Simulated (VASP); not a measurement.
# SnSe2 (P-3m1) in VASP: notebook, part 2 of 2

VASP 6.6.1. Earlier steps stand in the parts before.

## 4. Single point, PBE (strain along c alone, the other axes held: -4.0 %, then relaxed in part)

File INCAR:

```
PREC = Accurate
ENCUT = 520
EDIFF = 1E-6
ISMEAR = 0
SIGMA = 0.02
LREAL = F
LASPH = T
NELM = 80
ALGO = Normal
ISIF = 2
LWAVE = F
LCHARG = F
GGA = PE
NBANDS = 20
```

File KPOINTS:

```
regular mesh
0
Gamma
  12 12 4
```

File POSCAR:

```
SnSe2
1.0
    3.8716723131      0.0000000000      0.0000000000
   -1.9358361566      3.3529665783      0.0000000000
    0.0000000000      0.0000000000      6.6922569850
Sn Se
1 2
Direct
    0.0000000000      0.0000000000      0.0000000000
    0.6666666667      0.3333333333      0.7618647695
    0.3333333333      0.6666666667      0.2381352305
```

Potentials or basis: VASP PAW PBE potentials, release 64 (Sn_d, Se).

Launch:

```console
> cat potpaw_PBE.64/Sn_d/POTCAR potpaw_PBE.64/Se/POTCAR > POTCAR
> mpirun -np 1 vasp_std > vasp.out
```

OUTCAR:

```text
PREC = Accurate
   ENCUT = 520
   EDIFF = 1E-6
   ISMEAR = 0
   LREAL = F
   LASPH = T
   NELM = 80
   ISIF = 2
   GGA = PE

 ion  position               nearest neighbor table
   1  0.000  0.000  0.000-   2 2.75   3 2.75   2 2.75   3 2.75   2 2.75   3 2.75
   2  0.667  0.333  0.762-   1 2.75   1 2.75   1 2.75
   3  0.333  0.667  0.238-   1 2.75   1 2.75   1 2.75

  LATTYP: Found a hexagonal cell.
 ALAT       =     3.8716723131
 C/A-ratio  =     1.7285184395

  Lattice vectors:

 A1 = (   3.8716723131,   0.0000000000,   0.0000000000)
 A2 = (  -1.9358361566,   3.3529665783,   0.0000000000)
 A3 = (   0.0000000000,   0.0000000000,   6.6922569850)

Analysis of symmetry for initial positions (statically):
=====================================================================
 Subroutine PRICEL returns:
 Original cell was already a primitive cell.

 Routine SETGRP: Setting up the symmetry group for a
 hexagonal supercell.

 Subroutine GETGRP returns: Found 12 space group operations
[... 163 lines left out ...]
  ---------------------------------------------------
  free energy    TOTEN  =       -11.87209843 eV

  energy without entropy =      -11.87209843  energy(sigma->0) =      -11.87209843

 E-fermi :   3.0568     XC(G=0):  -8.8538

 val. band max:        2.9319900710   @ k =   0.1667  -0.0000   0.0000
 cond. band min:       3.6232744975   @ k =   0.5000  -0.0000   0.5000
 fundamental gap:      0.6912844264
 Fermi energy:         3.0568492724

 k-point     1 :       0.0000    0.0000    0.0000
  band No.  band energies     occupation
      1     -18.1912      2.00000
      2     -18.1912      2.00000
      3     -18.1592      2.00000
      4     -18.1497      2.00000
      5     -18.1497      2.00000
      6     -10.4565      2.00000
[... 541 lines left out ...]
     19      11.1048      0.00000
     20      11.5657      0.00000

 [... further k-points ...]

------------------------ aborting loop because EDIFF is reached ----------------------------------------

  FORCE on cell =-STRESS in cart. coord.  units (eV):
  Direction    XX          YY          ZZ          XY          YZ          ZX
  --------------------------------------------------------------------------------------
  -------------------------------------------------------------------------------------
  Total        0.0973314      0.0973314      0.1527096     -0.0000000      0.0000000      0.0000000
  in kB        1.7949951      1.7949951      2.8162848     -0.0000000      0.0000000      0.0000000
  external PRESSURE =       2.1354250 kB  Pullay stress =       0.0000000 kB

 VOLUME and BASIS-vectors are now :
 -----------------------------------------------------------------------------
  energy-cutoff  :      520.00
  volume of cell :       86.88
      direct lattice vectors                 reciprocal lattice vectors
     3.871672313  0.000000000  0.000000000     0.258286322  0.149121677  0.000000000
    -1.935836157  3.352966578  0.000000000     0.000000000  0.298243355  0.000000000
     0.000000000  0.000000000  6.692256985     0.000000000  0.000000000  0.149426420

 POSITION                                       TOTAL-FORCE (eV/Angst)
 -----------------------------------------------------------------------------------
      0.00000      0.00000      0.00000         0.000000      0.000000      0.000000
      1.93584      1.11766      5.09859         0.000000      0.000000     -0.013778
     -0.00000      2.23531      1.59366        -0.000000      0.000000      0.013778
 -----------------------------------------------------------------------------------
    total drift:                               -0.000000     -0.000000      0.000000

  FREE ENERGIE OF THE ION-ELECTRON SYSTEM (eV)
  ---------------------------------------------------
  free  energy   TOTEN  =       -11.8720984319 eV

  energy  without entropy=      -11.8720984319  energy(sigma->0) =      -11.87209843
```

OSZICAR:

```text
N       E                     dE             d eps       ncg     rms          rms(c)
DAV:   1     0.202785533921E+03    0.20279E+03   -0.11964E+04  2824   0.141E+03
DAV:   2     0.115791413434E+02   -0.19121E+03   -0.18421E+03  2964   0.372E+02
DAV:   3    -0.113313272706E+02   -0.22910E+02   -0.22473E+02  3480   0.113E+02
DAV:   4    -0.121200734950E+02   -0.78875E+00   -0.78764E+00  3252   0.225E+01
DAV:   5    -0.121403727940E+02   -0.20299E-01   -0.20298E-01  3868   0.369E+00    0.468E+00
DAV:   6    -0.118864553474E+02    0.25392E+00   -0.55459E-01  4160   0.736E+00    0.301E+00
DAV:   7    -0.118715078558E+02    0.14947E-01   -0.14502E-01  3156   0.231E+00    0.100E+00
DAV:   8    -0.118715134183E+02   -0.55624E-05   -0.11909E-02  3476   0.979E-01    0.259E-01
DAV:   9    -0.118720471369E+02   -0.53372E-03   -0.14923E-03  3056   0.303E-01    0.809E-02
DAV:  10    -0.118720668607E+02   -0.19724E-04   -0.12921E-04  3584   0.770E-02    0.312E-02
DAV:  11    -0.118720984452E+02   -0.31585E-04   -0.45818E-05  3000   0.385E-02    0.106E-02
DAV:  12    -0.118720984319E+02    0.13306E-07   -0.29555E-06  3288   0.114E-02
   1 F= -.11872098E+02 E0= -.11872098E+02  d E =-.178490E-20
```

stdout:

```text
POSCAR found type information on POSCAR SnSe
 POSCAR found :  2 types and       3 ions
 scaLAPACK will be used
 LDA part: xc-table for (Slater+PW92), standard interpolation
 POSCAR, INCAR and KPOINTS ok, starting setup
 FFT: planning ... GRIDC
 FFT: planning ... GRID_SOFT
 FFT: planning ... GRID
 WAVECAR not read
 entering main loop
```

It took 2.8 min on 1 thread of Intel Xeon 8259CL, shared host; peak memory 0.24 GiB.

What came out:

* Free energy: -11.8721 eV
* Pressure: 0.2 GPa
* Largest force: 0.014 eV/Å
* Band gap on the k mesh: 0.69 eV (least direct gap 1.11 eV)

Forces on the atoms (eV/Å):
```
Sn   0.000  0.000  0.000
Se   0.000  0.000 -0.014
Se   0.000  0.000  0.014
```

Levels at points of the mesh, in eV from the valence-band top:
```csv
k point,band 9,band 10,band 11,band 12,band 13,band 14,band 15,band 16,band 17,band 18
"(0.00, 0.00, 0.00)",-0.47,-0.47,-0.35,-0.15,-0.15,1.01,3.08,4.60,4.60,7.57
"(0.50, 0.00, 0.00)",-4.14,-2.48,-2.22,-0.89,-0.25,1.00,3.84,5.47,5.62,6.42
"(0.00, 0.00, 0.50)",-1.66,-0.52,-0.52,-0.08,-0.08,2.11,2.99,4.47,4.47,8.22
"(0.50, 0.00, 0.50)",-4.36,-2.14,-1.98,-0.65,-0.44,0.69,4.22,4.84,5.79,5.92
```

Caveat: the cell differs from its parent crystal (strain along c alone, the other axes held: -4.0 %, then relaxed in part); semilocal functionals underestimate gaps, and a narrow one can read as zero; spin-orbit coupling is left out, which moves the levels of the heavy elements; this functional lacks dispersion, which binds layers or chains, so the pressure and a relaxed spacing across them are unreliable.
